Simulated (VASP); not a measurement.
# Ga4Sb4H11 in VASP: single point with PBEsol

Aim: the single point of Ga4Sb4H11 with PBEsol.

Program: VASP 6.6.1. These are calculated values, not measurements. Logs are shortened: lines on timing, memory, paths and dates and some standing lists are left out, and cuts for length are marked.

**1. The cell of the first run**

The cell holds a wire or tube with vacuum around it, 38 atoms: a = 17.100 Å, b = 16.400 Å, c = 10.585 Å, α = 90.00°, β = 90.00°, γ = 90.00°.

**2. Single point, PBEsol**

Contents of INCAR:

```
PREC = Accurate
ENCUT = 520
EDIFF = 1E-6
ISMEAR = 0
SIGMA = 0.05
LREAL = Auto
LASPH = True
NELM = 60
ALGO = Normal
ISIF = 2
LWAVE = False
LCHARG = False
GGA = PS
NBANDS = 108
```

Contents of KPOINTS:

```
regular mesh
0
Gamma
  1 1 5
```

Contents of POSCAR:

```
Ga4Sb4H11
1.0
   17.1000000000      0.0000000000      0.0000000000
    0.0000000000     16.4000000000      0.0000000000
    0.0000000000      0.0000000000     10.5849583332
Ga Sb H
8 8 22
Direct
    0.5690907994      0.5000000000      0.0000000000
    0.4231902962      0.5000000000      0.3333333333
    0.3502400445      0.3682533188      0.0000000000
    0.6420410510      0.3682533188      0.3333333333
    0.4961405478      0.6317466812      0.6666666667
    0.3502400445      0.6317466812      0.0000000000
    0.6420410510      0.6317466812      0.3333333333
    0.4961405478      0.3682533188      0.6666666667
    0.6420410510      0.6317466812      0.0833333333
    0.4961405478      0.3682533188      0.4166666667
    0.3502400445      0.6317466812      0.7500000000
    0.6420410510      0.3682533188      0.0833333333
    0.4961405478      0.6317466812      0.4166666667
    0.3502400445      0.3682533188      0.7500000000
    0.4231902962      0.5000000000      0.0833333333
    0.5690907994      0.5000000000      0.7500000000
    0.5949005989      0.7168813857      0.0294833339
    0.7363219552      0.6317466812      0.0294833339
    0.4490000957      0.2831186143      0.3628166673
    0.3030995925      0.5466119768      0.6961500006
    0.3030995925      0.7168813857      0.6961500006
    0.3366282964      0.5000000000      0.3827745609
    0.5949005989      0.2831186143      0.0294833339
    0.7363219552      0.3682533188      0.0294833339
    0.4490000957      0.7168813857      0.3628166673
    0.3030995925      0.4533880232      0.6961500006
    0.3030995925      0.2831186143      0.6961500006
    0.2636780448      0.3682533188      0.0494412275
    0.3935210444      0.2900887071      0.0494412275
    0.6853220509      0.4464179305      0.3827745609
    0.6853220509      0.2900887071      0.3827745609
    0.5394215476      0.7099112929      0.7161078942
    0.2636780448      0.6317466812      0.0494412275
    0.3935210444      0.7099112929      0.0494412275
    0.6853220509      0.5535820695      0.3827745609
    0.6853220509      0.7099112929      0.3827745609
    0.5394215476      0.2900887071      0.7161078942
    0.6633717036      0.5000000000      0.6961500006
```

Potentials or basis: VASP PAW PBE potentials, release 64 (Ga_d, Sb, H).

Started as:

```console
> cat potpaw_PBE.64/Ga_d/POTCAR potpaw_PBE.64/Sb/POTCAR potpaw_PBE.64/H/POTCAR > POTCAR
> mpirun -np 1 vasp_std > vasp.out
```

OUTCAR:

```text
PREC = Accurate
   ENCUT = 520
   EDIFF = 1E-6
   ISMEAR = 0
   LREAL = Auto
   LASPH = True
   NELM = 60
   ISIF = 2
   GGA = PS

 ion  position               nearest neighbor table
   1  0.569  0.500  0.000-  15 2.65  12 2.65   9 2.65  16 2.65
   2  0.423  0.500  0.333-  22 1.57  13 2.65  10 2.65  15 2.65
   3  0.350  0.368  0.000-  28 1.57  29 1.57  14 2.65  15 2.65
   4  0.642  0.368  0.333-  30 1.57  31 1.57  10 2.65  12 2.65
   5  0.496  0.632  0.667-  32 1.57  16 2.65  13 2.65  11 2.65
   6  0.350  0.632  0.000-  33 1.57  34 1.57  11 2.65  15 2.65
[... 8 lines left out ...]
  15  0.423  0.500  0.083-   1 2.65   2 2.65   3 2.65   6 2.65
  16  0.569  0.500  0.750-  38 1.71   8 2.65   5 2.65   1 2.65
  17  0.595  0.717  0.029-   9 1.71
  18  0.736  0.632  0.029-   9 1.71
  19  0.449  0.283  0.363-  10 1.71
  20  0.303  0.547  0.696-  11 1.71
  21  0.303  0.717  0.696-  11 1.71
  22  0.337  0.500  0.383-   2 1.57
[... 14 lines left out ...]
  37  0.539  0.290  0.716-   8 1.57
  38  0.663  0.500  0.696-  16 1.71

  LATTYP: Found a simple orthorhombic cell.
 ALAT       =    10.5849583332
 B/A-ratio  =     1.5493684041
 C/A-ratio  =     1.6154999823

  Lattice vectors:

 A1 = (   0.0000000000,   0.0000000000, -10.5849583332)
 A2 = (   0.0000000000,  16.4000000000,   0.0000000000)
 A3 = (  17.1000000000,   0.0000000000,   0.0000000000)

Analysis of symmetry for initial positions (statically):
=====================================================================
 Subroutine PRICEL returns:
 Original cell was already a primitive cell.

 Routine SETGRP: Setting up the symmetry group for a
 simple orthorhombic supercell.

 Subroutine GETGRP returns: Found  2 space group operations
 (whereof  2 operations were pure point group operations)
 out of a pool of  8 trial point group operations.

The static configuration has the point symmetry C_1h.

Analysis of symmetry for dynamics (positions and initial velocities):
=====================================================================
 Subroutine PRICEL returns:
 Original cell was already a primitive cell.

 Routine SETGRP: Setting up the symmetry group for a
 simple orthorhombic supercell.

 Subroutine GETGRP returns: Found  2 space group operations
 (whereof  2 operations were pure point group operations)
 out of a pool of  8 trial point group operations.

The dynamic configuration has the point symmetry C_1h.

 Subroutine INISYM returns: Found  2 space group operations
 (whereof  2 operations are pure point group operations),
 and found     1 'primitive' translations

----------------------------------------------------------------------------------------

                                     Primitive cell

  volume of cell :    2968.4457

  direct lattice vectors                    reciprocal lattice vectors
    17.100000000  0.000000000  0.000000000     0.058479532  0.000000000  0.000000000
     0.000000000 16.400000000  0.000000000     0.000000000  0.060975610  0.000000000
     0.000000000  0.000000000 10.584958333     0.000000000  0.000000000  0.094473683

  length of vectors
    17.100000000 16.400000000 10.584958333     0.058479532  0.060975610  0.094473683

  position of ions in fractional coordinates (direct lattice)
     0.569090799  0.500000000  0.000000000
     0.423190296  0.500000000  0.333333333
     0.350240044  0.368253319  0.000000000
     0.642041051  0.368253319  0.333333333
     0.496140548  0.631746681  0.666666667
     0.350240044  0.631746681  0.000000000
[... 30 lines left out ...]
     0.539421548  0.290088707  0.716107894
     0.663371704  0.500000000  0.696150001

  ion indices of the primitive-cell ions
   primitive index   ion index
                 1           1
                 2           2
                 3           3
                 4           4
                 5           5
                 6           6
[... 30 lines left out ...]
                37          37
                38          38

----------------------------------------------------------------------------------------

 KPOINTS: regular mesh

Automatic generation of k-mesh.
 Grid dimensions read from file:
 generate k-points for:    1    1    5

 Generating k-lattice:

  Cartesian coordinates                     Fractional coordinates (reciprocal lattice)
     0.058479532  0.000000000  0.000000000     1.000000000  0.000000000  0.000000000
     0.000000000  0.060975610  0.000000000     0.000000000  1.000000000  0.000000000
     0.000000000  0.000000000  0.018894737     0.000000000  0.000000000  0.200000000

  Length of vectors
     0.058479532  0.060975610  0.018894737

  Shift w.r.t. Gamma in fractional coordinates (k-lattice)
     0.000000000  0.000000000  0.000000000

 Subroutine IBZKPT returns following result:
 ===========================================

 Found      3 irreducible k-points:

 Following reciprocal coordinates:
            Coordinates               Weight
  0.000000  0.000000  0.000000      1.000000
  0.000000  0.000000  0.200000      2.000000
  0.000000  0.000000  0.400000      2.000000
   k-points           NKPTS =      3   k-points in BZ     NKDIM =      3   number of bands    NBANDS=    108
   number of dos      NEDOS =    301   number of ions     NIONS =     38
   total plane-waves  NPLWV = ******
   dimension x,y,z NGX =   128 NGY =  126 NGZ =   80
   dimension x,y,z NGXF=   256 NGYF=  252 NGZF=  160
   ions per type =               8   8  22
   NGX,Y,Z   is equivalent  to a cutoff of  12.44, 12.77, 12.56 a.u.
   NGXF,Y,Z  is equivalent  to a cutoff of  24.89, 25.55, 25.13 a.u.
 SYSTEM =  unknown system
   PREC   = accura    normal or accurate (medium, high low for compatibility)
   ISTART =      0    job   : 0-new  1-cont  2-samecut
   ICHARG =      2    charge: 1-file 2-atom 10-const
   ISPIN  =      1    spin polarized calculation?
   LNONCOLLINEAR =      F non collinear calculations
   LSORBIT =      F    spin-orbit coupling
   LASPH  =      T    aspherical Exc in radial PAW
   ENCUT  =  520.0 eV  38.22 Ry    6.18 a.u.  31.79 30.49 19.68*2*pi/ulx,y,z
   NELM   =     60;   NELMIN=  2; NELMDL= -5     # of ELM steps
   EDIFF  = 0.1E-05   stopping-criterion for ELM
   LREAL  =      T    real-space projection
   EDIFFG = 0.1E-04   stopping-criterion for IOM
   NSW    =      0    number of steps for IOM
   IBRION =     -1    ionic relax: 0-MD 1-quasi-New 2-CG
   NFREE  =      0    steps in history (QN), initial steepest desc. (CG)
   ISIF   =      2    stress and relaxation
   ISYM   =      2    0-nonsym 1-usesym 2-fastsym
   POTIM  = 0.5000    time-step for ionic-motion
   TEBEG  =    0.0;   TEEND  =   0.0 temperature during run
   PSTRESS=    0.0 pullay stress
   NELECT =     166.0000    total number of electrons
   NUPDOWN=      -1.0000    fix difference up-down
   EMIN   =  10.00;   EMAX   =-10.00  energy-range for DOS
   EFERMI =   0.00;   METHOD = LEGACY
   ISMEAR =     0;   SIGMA  =   0.05  broadening in eV -4-tet -1-fermi 0-gaus
   EFERMI_NEDOS =   21; number of points for ismear=-14 and -15
   IALGO  =     38    algorithm
   IMIX   =      4    mixing-type and parameters
     AMIX     =   0.40;   BMIX     =  1.00
     AMIX_MAG =   1.60;   BMIX_MAG =  1.00
  volume/ion in A,a.u.               =      78.12       527.16
  Fermi-wavevector in a.u.,A,eV,Ry     =   0.626039  1.183042  5.332455  0.391924
  Thomas-Fermi vector in A             =   1.687153
   LORBIT       =      0    0 simple, 1 ext, 2 COOP (PROOUT), +10 PAW based schemes
   GGA     = PS    functional components
   LHFCALC =     F    Hartree Fock is set to
   AEXX    =    0.0000 exact exchange contribution
   IVDW    =     0    specifies the selected vdW correction
   LEPSILON=     F    determine dielectric tensor
   LRPA    =     F    only Hartree local field effects (RPA)
 non-spin polarized calculation
 Gauss-broadening in eV      SIGMA  =   0.05
  energy-cutoff  :      520.00
  volume of cell :     2968.45
 maximum number of plane-waves:     79957
 NGX is ok and might be reduce to   126
   NGX = 63   NGY = 61   NGZ = 39

 number of electron     165.9999983 magnetization

 Free energy of the ion-electron system (eV)
  ---------------------------------------------------
  ext. energy  EPLUGINS =         0.00000000
  ---------------------------------------------------
  free energy    TOTEN  =      -126.75005644 eV

  energy without entropy =     -126.75005644  energy(sigma->0) =     -126.75005644

 E-fermi :  -3.7390     XC(G=0):  -2.4593

 val. band max:       -4.0146848565   @ k =   0.0000   0.0000   0.0000
 cond. band min:      -1.2880626633   @ k =   0.0000   0.0000   0.4000
 fundamental gap:      2.7266221932
 Fermi energy:        -3.7390400080

 k-point     1 :       0.0000    0.0000    0.0000
  band No.  band energies     occupation
      1     -18.1499      2.00000
      2     -18.1460      2.00000
      3     -18.1117      2.00000
      4     -18.0905      2.00000
      5     -18.0731      2.00000
      6     -17.8517      2.00000
[... 87 lines left out ...]
     94       0.0154      0.00000
     95       0.0202      0.00000

 k-point     2 :       0.0000    0.0000    0.2000
  band No.  band energies     occupation
      1     -18.1499      2.00000
      2     -18.1460      2.00000
      3     -18.1117      2.00000
      4     -18.0905      2.00000
      5     -18.0731      2.00000
      6     -17.8517      2.00000
[... 87 lines left out ...]
     94      -0.0962      0.00000
     95       0.1148      0.00000

 k-point     3 :       0.0000    0.0000    0.4000
  band No.  band energies     occupation
      1     -18.1499      2.00000
      2     -18.1460      2.00000
      3     -18.1117      2.00000
      4     -18.0905      2.00000
      5     -18.0731      2.00000
      6     -17.8517      2.00000
[... 87 lines left out ...]
     94      -0.0746      0.00000
     95       0.0434      0.00000
 [bands above 95 left out]

------------------------ aborting loop because EDIFF is reached ----------------------------------------

  FORCE on cell =-STRESS in cart. coord.  units (eV):
  Direction    XX          YY          ZZ          XY          YZ          ZX
  --------------------------------------------------------------------------------------
  -------------------------------------------------------------------------------------
  Total       -3.4635614      0.2954058     -1.3010134      0.0000000      0.0000000     -0.1024606
  in kB       -1.8694091      0.1594412     -0.7022039      0.0000000      0.0000000     -0.0553017
  external PRESSURE =      -0.8040573 kB  Pullay stress =       0.0000000 kB

 VOLUME and BASIS-vectors are now :
 -----------------------------------------------------------------------------
  energy-cutoff  :      520.00
  volume of cell :     2968.45
      direct lattice vectors                 reciprocal lattice vectors
    17.100000000  0.000000000  0.000000000     0.058479532  0.000000000  0.000000000
     0.000000000 16.400000000  0.000000000     0.000000000  0.060975610  0.000000000
     0.000000000  0.000000000 10.584958333     0.000000000  0.000000000  0.094473683

 POSITION                                       TOTAL-FORCE (eV/Angst)
 -----------------------------------------------------------------------------------
      9.73145      8.20000      0.00000        -0.312406     -0.000000     -0.247243
      7.23655      8.20000      3.52832        -0.430451     -0.000000      0.062110
      5.98910      6.03935      0.00000        -0.286160     -0.336901      0.652083
     10.97890      6.03935      3.52832         0.531530     -0.421429      0.686801
      8.48400     10.36065      7.05664         0.244112      0.398353     -0.270904
      5.98910     10.36065      0.00000        -0.286160      0.336901      0.652083
[... 30 lines left out ...]
      9.22411      4.75745      7.57997        -0.152733      0.052496      0.065370
     11.34366      8.20000      7.36872        -0.009578     -0.000000     -0.102278
 -----------------------------------------------------------------------------------
    total drift:                                0.003560      0.000000     -0.021173

  FREE ENERGIE OF THE ION-ELECTRON SYSTEM (eV)
  ---------------------------------------------------
  free  energy   TOTEN  =      -126.7500564378 eV

  energy  without entropy=     -126.7500564378  energy(sigma->0) =     -126.75005644
```

Wall time 82 min (1 thread of Oxide Virtual Turin-like, shared host); peak memory 2.4 GiB.

Results:

| Quantity | Value |
| --- | --- |
| Free energy | -126.7501 eV |
| Largest force | 0.987 eV/Å |
| Band gap on the k mesh | 2.73 eV (least direct gap 2.79 eV) |

Forces on the atoms (eV/Å):
```
Ga  -0.312  0.000 -0.247
Ga  -0.430  0.000  0.062
Ga  -0.286 -0.337  0.652
Ga   0.532 -0.421  0.687
Ga   0.244  0.398 -0.271
Ga  -0.286  0.337  0.652
Ga   0.532  0.421  0.687
Ga   0.244 -0.398 -0.271
Sb  -0.313 -0.507  0.622
Sb   0.403  0.582 -0.186
Sb   0.735  0.132  0.646
Sb  -0.313  0.507  0.622
Sb   0.403 -0.582 -0.186
Sb   0.735 -0.132  0.646
Sb   0.112  0.000 -0.467
Sb  -0.687  0.000 -0.029
H    0.267 -0.065 -0.242
H   -0.076  0.290 -0.187
H   -0.096  0.018  0.024
H   -0.251  0.190 -0.252
H   -0.110 -0.182 -0.203
H   -0.013  0.000 -0.057
H    0.267  0.065 -0.242
H   -0.076 -0.290 -0.187
H   -0.096 -0.018  0.024
H   -0.251 -0.190 -0.252
H   -0.110  0.182 -0.203
H    0.008  0.244 -0.165
H    0.223  0.019 -0.279
H   -0.288 -0.094 -0.270
H   -0.169 -0.204 -0.221
H   -0.153 -0.052  0.065
H    0.008 -0.244 -0.165
H    0.223 -0.019 -0.279
H   -0.288  0.094 -0.270
H   -0.169  0.204 -0.221
H   -0.153  0.052  0.065
H   -0.010  0.000 -0.102
```

Caveat: the PAW data sets were made with another functional, which shifts forces and pressure a little; spin-orbit coupling is left out, which moves the levels of the heavy elements.
